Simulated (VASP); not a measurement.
# HoO3 (Fm-3m) in VASP: notebook

The runs below take HoO3 through single point, relaxation of cell and atoms, with PBE.

Everything below comes from runs of VASP 6.6.1. Logs are shortened: lines on timing, memory, paths and dates and some standing lists are left out, and cuts for length are marked.

## 1. The cell of the first run

The structure is cubic, space group Fm-3m (No. 225). Conventional cell: a = 5.530 Å, b = 5.530 Å, c = 5.530 Å, α = 90.00°, β = 90.00°, γ = 90.00°. Within 3.2 Å of Ho (site symmetry m-3m) lie 14 O at 2.39 to 2.76 Å. Within 3.2 Å of O (site symmetry -43m) lie 4 Ho at 2.39 Å and 10 O at 2.39 to 2.76 Å. Within 3.2 Å of O (site symmetry m-3m) lie 8 O at 2.39 Å and 6 Ho at 2.76 Å.

The cell was generated, and may not be a known phase.

## 2. Single point, PBE

Input file INCAR:

```
PREC = Accurate ; ENCUT = 600
EDIFF = 1E-6 ; ISMEAR = 0
SIGMA = 0.1 ; LREAL = False
LASPH = True ; NELM = 200
ALGO = Normal ; ISIF = 2
LWAVE = False ; LCHARG = False
GGA = PE ; NBANDS = 22
GGA_COMPAT = False ; LMAXMIX = 6
```

Input file KPOINTS:

```
Automatic mesh
0
Gamma
  6 6 6
```

Input file POSCAR:

```
HoO3
1.0
    0.0000000000      2.7648435793      2.7648435793
    2.7648435793      0.0000000000      2.7648435793
    2.7648435793      2.7648435793      0.0000000000
Ho O
1 3
Direct
    0.0000000000      0.0000000000      0.0000000000
    0.2500000000      0.2500000000      0.2500000000
    0.7500000000      0.7500000000      0.7500000000
    0.5000000000      0.5000000000      0.5000000000
```

Potentials or basis: VASP PAW PBE potentials, release 64 (Ho_3, O), 4f in core.

Started as:

```sh
$ cat potpaw_PBE.64/Ho_3/POTCAR potpaw_PBE.64/O/POTCAR > POTCAR
$ mpirun -np 1 vasp_std > vasp.out
```

OUTCAR:

```text
PREC = Accurate
   ENCUT = 600
   EDIFF = 1E-6
   ISMEAR = 0
   LREAL = False
   LASPH = True
   NELM = 200
   ISIF = 2
   GGA = PE

 ion  position               nearest neighbor table
   1  0.000  0.000  0.000-   3 2.39   3 2.39   3 2.39   2 2.39   3 2.39   2 2.39   2 2.39   2 2.39
                             4 2.76   4 2.76   4 2.76   4 2.76   4 2.76   4 2.76
   2  0.250  0.250  0.250-   1 2.39   1 2.39   1 2.39   1 2.39
   3  0.750  0.750  0.750-   1 2.39   1 2.39   1 2.39   1 2.39
   4  0.500  0.500  0.500-   1 2.76   1 2.76   1 2.76   1 2.76   1 2.76   1 2.76

  LATTYP: Found a face centered cubic cell.
 ALAT       =     5.5296871586

  Lattice vectors:

 A1 = (   0.0000000000,   2.7648435793,   2.7648435793)
 A2 = (   2.7648435793,   0.0000000000,   2.7648435793)
 A3 = (   2.7648435793,   2.7648435793,   0.0000000000)

Analysis of symmetry for initial positions (statically):
=====================================================================
 Subroutine PRICEL returns:
 Original cell was already a primitive cell.

 Routine SETGRP: Setting up the symmetry group for a
 face centered cubic supercell.

 Subroutine GETGRP returns: Found 48 space group operations
 (whereof 48 operations were pure point group operations)
 out of a pool of 48 trial point group operations.

The static configuration has the point symmetry O_h .

Analysis of symmetry for dynamics (positions and initial velocities):
=====================================================================
 Subroutine PRICEL returns:
 Original cell was already a primitive cell.

 Routine SETGRP: Setting up the symmetry group for a
 face centered cubic supercell.

 Subroutine GETGRP returns: Found 48 space group operations
 (whereof 48 operations were pure point group operations)
 out of a pool of 48 trial point group operations.

The dynamic configuration has the point symmetry O_h .

 Subroutine INISYM returns: Found 48 space group operations
 (whereof 48 operations are pure point group operations),
 and found     1 'primitive' translations

----------------------------------------------------------------------------------------

                                     Primitive cell

  volume of cell :      42.2709

  direct lattice vectors                    reciprocal lattice vectors
     0.000000000  2.764843579  2.764843579    -0.180842057  0.180842057  0.180842057
     2.764843579  0.000000000  2.764843579     0.180842057 -0.180842057  0.180842057
     2.764843579  2.764843579  0.000000000     0.180842057  0.180842057 -0.180842057

  length of vectors
     3.910079288  3.910079288  3.910079288     0.313227631  0.313227631  0.313227631

  position of ions in fractional coordinates (direct lattice)
     0.000000000  0.000000000  0.000000000
     0.250000000  0.250000000  0.250000000
     0.750000000  0.750000000  0.750000000
     0.500000000  0.500000000  0.500000000

  ion indices of the primitive-cell ions
   primitive index   ion index
                 1           1
                 2           2
                 3           3
                 4           4

----------------------------------------------------------------------------------------

 KPOINTS: Automatic mesh

Automatic generation of k-mesh.
 Grid dimensions read from file:
 generate k-points for:    6    6    6

 Generating k-lattice:

  Cartesian coordinates                     Fractional coordinates (reciprocal lattice)
    -0.030140343  0.030140343  0.030140343     0.166666667  0.000000000  0.000000000
     0.030140343 -0.030140343  0.030140343     0.000000000  0.166666667  0.000000000
     0.030140343  0.030140343 -0.030140343     0.000000000  0.000000000  0.166666667

  Length of vectors
     0.052204605  0.052204605  0.052204605

  Shift w.r.t. Gamma in fractional coordinates (k-lattice)
     0.000000000  0.000000000  0.000000000

 Subroutine IBZKPT returns following result:
 ===========================================

 Found     16 irreducible k-points:

 Following reciprocal coordinates:
            Coordinates               Weight
  0.000000  0.000000  0.000000      1.000000
  0.166667  0.000000  0.000000      8.000000
  0.333333  0.000000  0.000000      8.000000
  0.500000  0.000000  0.000000      4.000000
  0.166667  0.166667  0.000000      6.000000
  0.333333  0.166667  0.000000     24.000000
[... 8 lines left out ...]
 -0.333333  0.333333  0.166667     24.000000
 -0.333333  0.500000  0.166667     12.000000
   k-points           NKPTS =     16   k-points in BZ     NKDIM =     16   number of bands    NBANDS=     22
   number of dos      NEDOS =    301   number of ions     NIONS =      4
   total plane-waves  NPLWV =  32768
   dimension x,y,z NGX =    32 NGY =   32 NGZ =   32
   dimension x,y,z NGXF=    64 NGYF=   64 NGZF=   64
   ions per type =               1   3
   NGX,Y,Z   is equivalent  to a cutoff of  13.61, 13.61, 13.61 a.u.
   NGXF,Y,Z  is equivalent  to a cutoff of  27.21, 27.21, 27.21 a.u.
 SYSTEM =  unknown system
   PREC   = accura    normal or accurate (medium, high low for compatibility)
   ISTART =      0    job   : 0-new  1-cont  2-samecut
   ICHARG =      2    charge: 1-file 2-atom 10-const
   ISPIN  =      1    spin polarized calculation?
   LNONCOLLINEAR =      F non collinear calculations
   LSORBIT =      F    spin-orbit coupling
   LASPH  =      T    aspherical Exc in radial PAW
   ENCUT  =  600.0 eV  44.10 Ry    6.64 a.u.   7.81  7.81  7.81*2*pi/ulx,y,z
   NELM   =    200;   NELMIN=  2; NELMDL= -5     # of ELM steps
   EDIFF  = 0.1E-05   stopping-criterion for ELM
   LREAL  =      F    real-space projection
   EDIFFG = 0.1E-04   stopping-criterion for IOM
   NSW    =      0    number of steps for IOM
   IBRION =     -1    ionic relax: 0-MD 1-quasi-New 2-CG
   NFREE  =      0    steps in history (QN), initial steepest desc. (CG)
   ISIF   =      2    stress and relaxation
   ISYM   =      2    0-nonsym 1-usesym 2-fastsym
   POTIM  = 0.5000    time-step for ionic-motion
   TEBEG  =    0.0;   TEEND  =   0.0 temperature during run
   PSTRESS=    0.0 pullay stress
   NELECT =      27.0000    total number of electrons
   NUPDOWN=      -1.0000    fix difference up-down
   EMIN   =  10.00;   EMAX   =-10.00  energy-range for DOS
   EFERMI =   0.00;   METHOD = LEGACY
   ISMEAR =     0;   SIGMA  =   0.10  broadening in eV -4-tet -1-fermi 0-gaus
   EFERMI_NEDOS =   21; number of points for ismear=-14 and -15
   IALGO  =     38    algorithm
   IMIX   =      4    mixing-type and parameters
     AMIX     =   0.40;   BMIX     =  1.00
     AMIX_MAG =   1.60;   BMIX_MAG =  1.00
  volume/ion in A,a.u.               =      10.57        71.31
  Fermi-wavevector in a.u.,A,eV,Ry     =   1.409880  2.664287 27.045143  1.987762
  Thomas-Fermi vector in A             =   2.531891
   LORBIT       =      0    0 simple, 1 ext, 2 COOP (PROOUT), +10 PAW based schemes
   GGA     = PE    functional components
   LHFCALC =     F    Hartree Fock is set to
   AEXX    =    0.0000 exact exchange contribution
   IVDW    =     0    specifies the selected vdW correction
   LEPSILON=     F    determine dielectric tensor
   LRPA    =     F    only Hartree local field effects (RPA)
 non-spin polarized calculation
 Gauss-broadening in eV      SIGMA  =   0.10
  energy-cutoff  :      600.00
  volume of cell :       42.27
 maximum number of plane-waves:      1420
   NGX = 15   NGY = 15   NGZ = 15

 number of electron      26.9999997 magnetization

 Free energy of the ion-electron system (eV)
  ---------------------------------------------------
  ext. energy  EPLUGINS =         0.00000000
  ---------------------------------------------------
  free energy    TOTEN  =       -24.54953967 eV

  energy without entropy =      -24.50939230  energy(sigma->0) =      -24.52946599

 E-fermi :   2.8058     XC(G=0): -11.9372

 val. band max:        2.7954753642   @ k =  -0.1667   0.1667   0.0000
 cond. band min:       2.8059988360   @ k =   0.5000   0.3333   0.1667
 fundamental gap:      0.0105234718
 Fermi energy:         2.8057829618

 k-point     1 :       0.0000    0.0000    0.0000
  band No.  band energies     occupation
      1     -18.6388      2.00000
      2     -18.6388      2.00000
      3     -18.6388      2.00000
      4     -15.8515      2.00000
      5     -13.0073      2.00000
      6     -12.3213      2.00000
[... 14 lines left out ...]
     21      13.1803      0.00000
     22      21.5184      0.00000

 k-point     2 :       0.1667    0.0000    0.0000
  band No.  band energies     occupation
      1     -18.8947      2.00000
      2     -18.6514      2.00000
      3     -18.6514      2.00000
      4     -15.4150      2.00000
      5     -13.1323      2.00000
      6     -12.4656      2.00000
[... 14 lines left out ...]
     21      13.0689      0.00000
     22      20.8008      0.00000

 k-point     3 :       0.3333    0.0000    0.0000
  band No.  band energies     occupation
      1     -19.2768      2.00000
      2     -18.6764      2.00000
      3     -18.6764      2.00000
      4     -14.6270      2.00000
      5     -13.4445      2.00000
      6     -12.6805      2.00000
[... 14 lines left out ...]
     21      14.7261      0.00000
     22      19.2488      0.00000
[... 276 lines left out ...]
 k-point    15 :      -0.3333    0.3333    0.1667
  band No.  band energies     occupation
      1     -19.2191      2.00000
      2     -19.0169      2.00000
      3     -18.7607      2.00000
      4     -13.9902      2.00000
      5     -13.4485      2.00000
      6     -13.1282      2.00000
[... 14 lines left out ...]
     21      15.8764      0.00000
     22      19.6469      0.00000

 k-point    16 :      -0.3333    0.5000    0.1667
  band No.  band energies     occupation
      1     -19.2666      2.00000
      2     -18.9533      2.00000
      3     -18.8076      2.00000
      4     -14.0078      2.00000
      5     -13.4575      2.00000
      6     -13.1254      2.00000
[... 14 lines left out ...]
     21      15.8881      0.00000
     22      19.2151      0.00000

------------------------ aborting loop because EDIFF is reached ----------------------------------------

  FORCE on cell =-STRESS in cart. coord.  units (eV):
  Direction    XX          YY          ZZ          XY          YZ          ZX
  --------------------------------------------------------------------------------------
  -------------------------------------------------------------------------------------
  Total       -0.0085268     -0.0085268     -0.0085268     -0.0000000     -0.0000000      0.0000000
  in kB       -0.3231885     -0.3231885     -0.3231885     -0.0000000     -0.0000000      0.0000000
  external PRESSURE =      -0.3231885 kB  Pullay stress =       0.0000000 kB

 VOLUME and BASIS-vectors are now :
 -----------------------------------------------------------------------------
  energy-cutoff  :      600.00
  volume of cell :       42.27
      direct lattice vectors                 reciprocal lattice vectors
     0.000000000  2.764843579  2.764843579    -0.180842057  0.180842057  0.180842057
     2.764843579  0.000000000  2.764843579     0.180842057 -0.180842057  0.180842057
     2.764843579  2.764843579  0.000000000     0.180842057  0.180842057 -0.180842057

 POSITION                                       TOTAL-FORCE (eV/Angst)
 -----------------------------------------------------------------------------------
      0.00000      0.00000      0.00000        -0.000000     -0.000000     -0.000000
      1.38242      1.38242      1.38242        -0.000000     -0.000000     -0.000000
      4.14727      4.14727      4.14727         0.000000      0.000000      0.000000
      2.76484      2.76484      2.76484        -0.000000     -0.000000     -0.000000
 -----------------------------------------------------------------------------------
    total drift:                                0.000000     -0.000000      0.000000

  FREE ENERGIE OF THE ION-ELECTRON SYSTEM (eV)
  ---------------------------------------------------
  free  energy   TOTEN  =       -24.5495396700 eV

  energy  without entropy=      -24.5093923010  energy(sigma->0) =      -24.52946599
```

Wall time 22 s (1 thread of Intel Xeon Platinum 8259CL at 2.50GHz (Skylake/Cascade Lake), shared host); peak memory 0.18 GiB.

Results:

* Free energy: -24.5495 eV
* Pressure: 0.0 GPa
* Band gap on the k mesh: zero (an odd number of electrons rules out a gap without spin polarisation)

Caveat: spin-orbit coupling is left out, which moves the levels of the heavy elements; the 4f electrons are frozen in the core, so they carry no moment and show no levels; an odd number of electrons without spin polarisation forces a metal; a magnetic or distorted state may lie lower; the run has no spin polarisation, though such a crystal can be magnetic.

(Continued in part 2 of 2.)

The gap in the log of VASP goes by the Fermi energy; the results here count the filled bands.